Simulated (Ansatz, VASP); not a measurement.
Two plane-wave programs on GdN

File POSCAR:

```
GdN
1.0
    0.0000000000      2.5030472917      2.5030472917
    2.5030472917      0.0000000000      2.5030472917
    2.5030472917      2.5030472917      0.0000000000
Gd N
1 1
Direct
    0.0000000000      0.0000000000      0.0000000000
    0.5000000000      0.5000000000      0.5000000000
```

File INCAR.step1:

```
SYSTEM = GdN
PREC = Accurate
ENCUT = 520
ISMEAR = 0
SIGMA = 0.05
LREAL = .False.
LASPH = .True.
NELM = 150
ISPIN = 2
MAGMOM = 7.62 0
LMAXMIX = 6
NBANDS = 22
GGA = PE
ALGO = Normal
EDIFF = 1E-4
LWAVE = .True.
LCHARG = .False.
```

INCAR.step2

```
SYSTEM = GdN
PREC = Accurate
ENCUT = 520
EDIFF = 1E-6
ISMEAR = 0
SIGMA = 0.05
LREAL = .False.
LASPH = .True.
NELM = 150
ALGO = Normal
ISIF = 2
LWAVE = .False.
LCHARG = .False.
ISPIN = 2
MAGMOM = 7.62 0
LORBIT = 11
LMAXMIX = 6
METAGGA = R2SCAN
LMIXTAU = .True.
NBANDS = 22
ISTART = 1
```

KPOINTS

```
regular mesh
0
Gamma
  12 12 12
  0 0 0
```

Input for Ansatz:

```yaml
crystal:
  lattice:
    - [0.0, 2.5030472917, 2.5030472917]
    - [2.5030472917, 0.0, 2.5030472917]
    - [2.5030472917, 2.5030472917, 0.0]
  atoms:
    - { symbol: Gd, position: [0.0, 0.0, 0.0], spin: 7.62 }
    - { symbol: "N", position: [0.5, 0.5, 0.5] }
basis:
  ecutwfc: 500
  ecutrho_ratio: 4
kpoints:
  mp_grid: { grid: [12, 12, 12] }
hamiltonian:
  xc: r2scan
scf:
  occupations: { method: gaussian, width: 0.05 }
output:
  forces: true
  stress: true
  eigenvalues: true
  populations: true
magnetization:
  spin_polarized: true
```

Alike in both runs: task single point; functional r2SCAN; k mesh 12 × 12 × 12; occupations gaussian, width 0.05 eV; collinear spin.

|  | VASP | Ansatz |
| --- | --- | --- |
| version | VASP 6.6.1 | Ansatz 0.2.0 |
| potentials or method | VASP PAW PBE potentials, release 64 (Gd, N), cutoff 520 eV | scalar-relativistic, plane waves, PAW |
| valence electrons in the cell | 23 | 23 |

VASP gave:

| Property | Result |
| --- | --- |
| gap on the k mesh at the Fermi level (eV) | none |
| pressure (GPa) | -3.0 |
| net moment per atom (μB) | 3.50 |
| size of the moment on the site where the two differ most (μB) | 6.79 |

Question: Estimate Ansatz's values.

Answer: gap on the k mesh at the Fermi level (eV): none; pressure (GPa): -3.0; net moment per atom (μB): 3.50; size of the moment on the site where the two differ most (μB): 6.93.

VASP's potentials were made for PBE, not for r2SCAN. Site moments also hang on the region over which each program counts them. A gap of «none» marks a metal or a gap that the smearing closes. The functional is the same, so the differences come from potentials, cutoffs and numerics. Ansatz's warnings: stability check not made.

Neither program's run includes spin-orbit coupling.
